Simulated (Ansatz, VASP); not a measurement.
**Pb in VASP and in Ansatz**

Contents of POSCAR:

```
Pb
1.0
    3.4800006906      0.0000000000      0.0000000000
   -1.7400003453      3.0137690032      0.0000000000
    0.0000000000      0.0000000000      6.0372000000
Pb
2
Direct
    0.3333333333      0.6666666667      0.2500000000
    0.6666666667      0.3333333333      0.7500000000
```

INCAR.step1

```
SYSTEM = Pb
  ALGO = Normal
  EDIFF = 1E-4
  ENCUT = 520
  GGA = PE
  ISMEAR = 0
  LASPH = .True.
  LCHARG = .False.
  LREAL = .False.
  LWAVE = .True.
  NBANDS = 21
  NELM = 80
  PREC = Accurate
  SIGMA = 0.15
```

INCAR.step2

```
SYSTEM = Pb
  ALGO = Normal
  EDIFF = 1E-6
  ENCUT = 520
  ISIF = 2
  ISMEAR = 0
  ISTART = 1
  LASPH = .True.
  LCHARG = .True.
  LELF = .True.
  LMIXTAU = .True.
  LREAL = .False.
  LVHAR = .True.
  LWAVE = .False.
  METAGGA = R2SCAN
  NBANDS = 21
  NELM = 80
  PREC = Accurate
  SIGMA = 0.15
```

File KPOINTS:

```
k-points
0
Gamma
  18 18 10
  0 0 0
```

Input for Ansatz:

```yaml
crystal:
  lattice:
    - [3.4800006906, 0.0, 0.0]
    - [-1.7400003453, 3.0137690032, 0.0]
    - [0.0, 0.0, 6.0372]
  atoms:
    - { symbol: Pb, position: [0.3333333333, 0.6666666667, 0.25] }
    - { symbol: Pb, position: [0.6666666667, 0.3333333333, 0.75] }
basis:
  ecutwfc: 500
kpoints:
  mp_grid: { grid: [18, 18, 10] }
hamiltonian:
  xc: r2scan
scf:
  occupations: { method: gaussian, width: 0.15 }
output:
  forces: true
  stress: true
  eigenvalues: true
```

Change from the starting cell: strain +0.000 along x and y, +0.080 along z, atoms carried along.

Alike in both runs: task single point; functional r2SCAN; k mesh 18 × 18 × 10; occupations gaussian, width 0.15 eV; no spin polarisation.

|  | VASP | Ansatz |
| --- | --- | --- |
| version | VASP 6.6.1 | Ansatz 0.2.0 |
| potentials or method | VASP PAW PBE potentials, release 64 (Pb_d), cutoff 520 eV | scalar-relativistic, plane waves, PAW |
| valence electrons in the cell | 28 | 28 |

|  | VASP | Ansatz | Ansatz less VASP |
| --- | --- | --- | --- |
| gap on the k mesh at the Fermi level (eV) | none | none | - |
| pressure (GPa) | -0.8 | -0.8 | +0.01 |
| traceless stress, the component that is largest in VASP (GPa) | -1.20 | -1.19 | +0.003 |

VASP's potentials were made for PBE, not for r2SCAN. A gap of «none» marks a metal or a gap that the smearing closes.

Spin-orbit coupling is off throughout.
